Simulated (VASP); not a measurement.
# TaN (P1) in VASP: a series of runs, part 2 of 2

VASP 6.6.1. Earlier steps stand in the parts before.

### Step 4. Single point, PBE

The input, INCAR:

```
SYSTEM = TaN
PREC = Accurate ; ENCUT = 520
EDIFF = 1E-6 ; ISMEAR = 1
SIGMA = 0.1 ; LREAL = .FALSE.
LASPH = .TRUE. ; NELM = 100
ALGO = Normal ; ISIF = 2
LWAVE = .FALSE. ; LCHARG = .FALSE.
GGA = PE ; NBANDS = 15
```

The input, KPOINTS:

```
Automatic mesh
0
G
  8 8 8
  0 0 0
```

The input, POSCAR:

```
TaN
1.0
   -0.0377900000      2.1627500000      2.1807500000
    2.0505100000     -0.0117600000      2.1547200000
    2.0816900000      2.1679100000     -0.0429500000
Ta N
1 1
Direct
    0.4307400000      0.4978200000      0.5115900000
    0.0136828480      0.9270069077      0.0769641175
```

Potentials or basis: VASP PAW PBE potentials, release 64 (Ta_pv, N).

The run is started by

```sh
$ cat potpaw_PBE.64/Ta_pv/POTCAR potpaw_PBE.64/N/POTCAR > POTCAR
$ mpirun -np 1 vasp_std > vasp.out
```

OUTCAR:

```text
SYSTEM = TaN
   PREC = Accurate
   ENCUT = 520
   EDIFF = 1E-6
   ISMEAR = 1
   LREAL = .FALSE.
   LASPH = .TRUE.
   NELM = 100
   ISIF = 2
   GGA = PE

 ion  position               nearest neighbor table
   1  0.431  0.498  0.512-   2 1.85   2 2.10   2 2.12   2 2.19   2 2.24   2 2.49
   2  0.014  0.927  0.077-   1 1.85   1 2.10   1 2.12   1 2.19   1 2.24   1 2.49

  Warning from LATTYP: Got some problem with cell dimensions!
  Tried to take original basis but could not verify dimensions!
  LATTYP: Found a triclinic cell.
 ALAT       =     2.9744827846
 B/A-ratio  =     1.0406615978
 C/A-ratio  =     1.0326424376
 COS(alpha) =     0.0083789537
[... 625 lines left out ...]

  FORCE on cell =-STRESS in cart. coord.  units (eV):
  Direction    XX          YY          ZZ          XY          YZ          ZX
  --------------------------------------------------------------------------------------
  -------------------------------------------------------------------------------------
  Total        7.0563639     11.5971036      2.7543733      0.2173509     -0.1551304      0.1918322
  in kB      570.5426781    937.6844326    222.7050033     17.5739207    -12.5430804     15.5106013
  external PRESSURE =     576.9773714 kB  Pullay stress =       0.0000000 kB

 VOLUME and BASIS-vectors are now :
 -----------------------------------------------------------------------------
  energy-cutoff  :      520.00
  volume of cell :       19.82
      direct lattice vectors                 reciprocal lattice vectors
    -0.037790000  2.162750000  2.180750000    -0.235712012  0.230806467  0.225571825
     2.050510000 -0.011760000  2.154720000     0.243273086 -0.229014626  0.231339985
     2.081690000  2.167910000 -0.042950000     0.236470631  0.229774345 -0.223780003

 POSITION                                       TOTAL-FORCE (eV/Angst)
 -----------------------------------------------------------------------------------
      2.06948      2.03481      1.99003        -0.187926      5.133708      0.171031
      2.06054      0.18554      2.02397         0.187926     -5.133708     -0.171031
 -----------------------------------------------------------------------------------
    total drift:                                0.000050     -0.000572     -0.000028

  FREE ENERGIE OF THE ION-ELECTRON SYSTEM (eV)
  ---------------------------------------------------
  free  energy   TOTEN  =       -20.8869973132 eV

  energy  without entropy=      -20.8871483517  energy(sigma->0) =      -20.88704766
```

It took 75 s on 1 thread of Intel Xeon 8259CL, shared host; peak memory 0.2 GiB.

What came out:

* Free energy: -20.8870 eV
* Pressure: 57.7 GPa
* Largest force: 5.140 eV/Å
* Band gap on the k mesh: zero (bands 8 and 9 overlap by 3.31 eV)

Forces in eV/Å, atoms in the order of the input:
```
Ta  -0.188  5.134  0.171
N    0.188 -5.134 -0.171
```

Levels at points of the mesh, in eV from the Fermi level:
| k point | band 4 | band 5 | band 6 | band 7 | band 8 | band 9 | band 10 | band 11 | band 12 | band 13 |
| --- | --- | --- | --- | --- | --- | --- | --- | --- | --- | --- |
| (0.00, 0.00, 0.00) | -19.28 | -5.82 | -5.58 | -5.33 | -2.15 | -0.17 | 0.03 | 0.37 | 2.35 | 2.93 |
| (0.50, 0.00, 0.00) | -16.12 | -10.62 | -7.87 | -7.67 | 1.27 | 2.42 | 2.69 | 4.10 | 6.91 | 9.27 |
| (0.00, 0.50, 0.00) | -16.01 | -10.67 | -8.09 | -7.60 | 1.66 | 1.98 | 2.51 | 4.35 | 6.84 | 9.31 |
| (0.50, 0.50, 0.00) | -17.96 | -7.88 | -6.91 | -5.17 | -1.86 | 3.17 | 3.84 | 4.43 | 5.12 | 7.80 |
| (0.00, 0.00, 0.50) | -16.06 | -10.68 | -7.64 | -7.61 | 1.24 | 2.04 | 2.71 | 3.89 | 6.73 | 9.14 |
| (0.50, 0.00, 0.50) | -17.87 | -6.40 | -5.77 | -4.82 | -4.45 | 2.52 | 3.22 | 3.80 | 4.44 | 7.14 |
| (0.00, 0.50, 0.50) | -17.90 | -7.91 | -6.36 | -5.12 | -2.37 | 3.23 | 4.07 | 4.19 | 4.76 | 8.36 |
| (0.50, 0.50, 0.50) | -16.02 | -10.63 | -8.17 | -7.73 | 1.91 | 2.13 | 2.48 | 4.37 | 6.87 | 9.24 |

Caveat: the stress differs along the axes, from 22 to 94 GPa; spin-orbit coupling is left out, which moves the levels of the heavy elements; forces of over 1 eV/Å act on the atoms, so gaps and moduli don't describe the material at rest.

### Step 5. Single point, PBE

The input, INCAR:

```
SYSTEM = TaN
PREC = Accurate ; ENCUT = 520
EDIFF = 1E-6 ; ISMEAR = 1
SIGMA = 0.1 ; LREAL = .FALSE.
LASPH = .TRUE. ; NELM = 100
ALGO = Normal ; ISIF = 2
LWAVE = .FALSE. ; LCHARG = .TRUE.
GGA = PE ; LELF = .TRUE.
LVHAR = .TRUE. ; NBANDS = 15
```

KPOINTS is that of step 4.

POSCAR: that of step 4 with these lines changed.

```diff
@@ -9,2 +9,2 @@
     0.4307400000      0.4978200000      0.5115900000
-    0.0136828480      0.9270069077      0.0769641175
+    0.0089686078      0.9318723694      0.0816935301
```

Potentials or basis: VASP PAW PBE potentials, release 64 (Ta_pv, N).

The run is started by

```sh
$ cat potpaw_PBE.64/Ta_pv/POTCAR potpaw_PBE.64/N/POTCAR > POTCAR
$ mpirun -np 1 vasp_std > vasp.out
```

OUTCAR:

```text
SYSTEM = TaN
   PREC = Accurate
   ENCUT = 520
   EDIFF = 1E-6
   ISMEAR = 1
   LREAL = .FALSE.
   LASPH = .TRUE.
   NELM = 100
   ISIF = 2
   GGA = PE

 ion  position               nearest neighbor table
   1  0.431  0.498  0.512-   2 1.85   2 2.10   2 2.12   2 2.19   2 2.24   2 2.49
   2  0.009  0.932  0.082-   1 1.85   1 2.10   1 2.12   1 2.19   1 2.24   1 2.49

  Warning from LATTYP: Got some problem with cell dimensions!
  Tried to take original basis but could not verify dimensions!
  LATTYP: Found a triclinic cell.
 ALAT       =     2.9744827846
 B/A-ratio  =     1.0406615978
 C/A-ratio  =     1.0326424376
 COS(alpha) =     0.0083789537
 COS(beta)  =     0.5030434730
 COS(gamma) =     0.5101451949

  Lattice vectors:

 A1 = (  -2.0505100000,   0.0117600000,  -2.1547200000)
 A2 = (   0.0311800000,   2.1796700000,  -2.1976700000)
 A3 = (   0.0377900000,  -2.1627500000,  -2.1807500000)

Analysis of symmetry for initial positions (statically):
=====================================================================
 Subroutine PRICEL returns:
 Original cell was already a primitive cell.

 Routine SETGRP: Setting up the symmetry group for a
 triclinic supercell.

 Subroutine GETGRP returns: Found  1 space group operations
[... 183 lines left out ...]
     10      10.3162     -0.06362
     11      10.5000     -0.00005
     12      12.5387      0.00000
     13      13.1161      0.00000
     14      19.5324      0.00000
[... 401 lines left out ...]
      2     -25.5055      2.00000
      3     -25.3370      2.00000
      4      -7.4040      2.00000
      5       1.6537      2.00000
      6       2.6491      2.00000
      7       4.6872      2.00000
      8       7.8244      2.00000
      9      11.4494     -0.00000
     10      13.3868      0.00000
     11      15.1119      0.00000
     12      15.2288      0.00000
     13      18.0111      0.00000
     14      22.9231      0.00000
     15      23.2460      0.00000

 [... further k-points ...]

------------------------ aborting loop because EDIFF is reached ----------------------------------------

  FORCE on cell =-STRESS in cart. coord.  units (eV):
  Direction    XX          YY          ZZ          XY          YZ          ZX
  --------------------------------------------------------------------------------------
  -------------------------------------------------------------------------------------
  Total        7.0519430     11.5958414      2.7455483     -0.1092794     -0.1390352      0.1774243
  in kB      570.1852262    937.5823714    221.9914553     -8.8357933    -11.2416993     14.3456518
  external PRESSURE =     576.5863510 kB  Pullay stress =       0.0000000 kB

 VOLUME and BASIS-vectors are now :
 -----------------------------------------------------------------------------
  energy-cutoff  :      520.00
  volume of cell :       19.82
      direct lattice vectors                 reciprocal lattice vectors
    -0.037790000  2.162750000  2.180750000    -0.235712012  0.230806467  0.225571825
     2.050510000 -0.011760000  2.154720000     0.243273086 -0.229014626  0.231339985
     2.081690000  2.167910000 -0.042950000     0.236470631  0.229774345 -0.223780003

 POSITION                                       TOTAL-FORCE (eV/Angst)
 -----------------------------------------------------------------------------------
      2.06948      2.03481      1.99003         0.050072      5.131171      0.148183
      2.08054      0.18554      2.02397        -0.050072     -5.131171     -0.148183
 -----------------------------------------------------------------------------------
    total drift:                               -0.000035     -0.000484     -0.000003

  FREE ENERGIE OF THE ION-ELECTRON SYSTEM (eV)
  ---------------------------------------------------
  free  energy   TOTEN  =       -20.8884082432 eV

  energy  without entropy=      -20.8882467638  energy(sigma->0) =      -20.88835442
```

stdout:

```text
POSCAR found type information on POSCAR TaN
 POSCAR found :  2 types and       2 ions
 scaLAPACK will be used
 LDA part: xc-table for (Slater+PW92), standard interpolation
 POSCAR, INCAR and KPOINTS ok, starting setup
 FFT: planning ... GRIDC
 FFT: planning ... GRID_SOFT
 FFT: planning ... GRID
 WAVECAR not read
 entering main loop
```

It took 81 s on 1 thread of Intel Xeon 8259CL, shared host; peak memory 0.2 GiB.

What came out:

- Free energy: -20.8884 eV
- Pressure: 57.7 GPa
- Largest force: 5.134 eV/Å
- Band gap on the k mesh: zero (bands 8 and 9 overlap by 3.36 eV)

Forces in eV/Å, atoms in the order of the input:
```
Ta   0.050  5.131  0.148
N   -0.050 -5.131 -0.148
```

Caveat: the stress differs along the axes, from 22 to 94 GPa; spin-orbit coupling is left out, which moves the levels of the heavy elements; forces of over 1 eV/Å act on the atoms, so gaps and moduli don't describe the material at rest.

### Step 6. The runs side by side

| cell | gap on the mesh (eV) | pressure (GPa) | largest force (eV/Å) |
| --- | --- | --- | --- |
| as given, atomic positions A | none | 57.7 | 5.14 |
| as given, atomic positions B | none | 57.7 | 5.14 |
| as given, atomic positions C | none | 57.7 | 5.14 |
| as given, atomic positions D | none | 57.7 | 5.13 |

Alike in all rows: task single point; level PBE; potentials or basis VASP PAW PBE potentials, release 64 (Ta_pv, N); no spin polarisation; k mesh 8 × 8 × 8; cutoff (eV) 520; smearing methfessel-paxton 0.1 eV.

Caveats: the stress differs along the axes, from 22 to 94 GPa; spin-orbit coupling is left out, which moves the levels of the heavy elements; forces of over 1 eV/Å act on the atoms, so gaps and moduli don't describe the material at rest.

Total energies depend on the potentials used, so only differences within one code and one set of settings carry meaning.
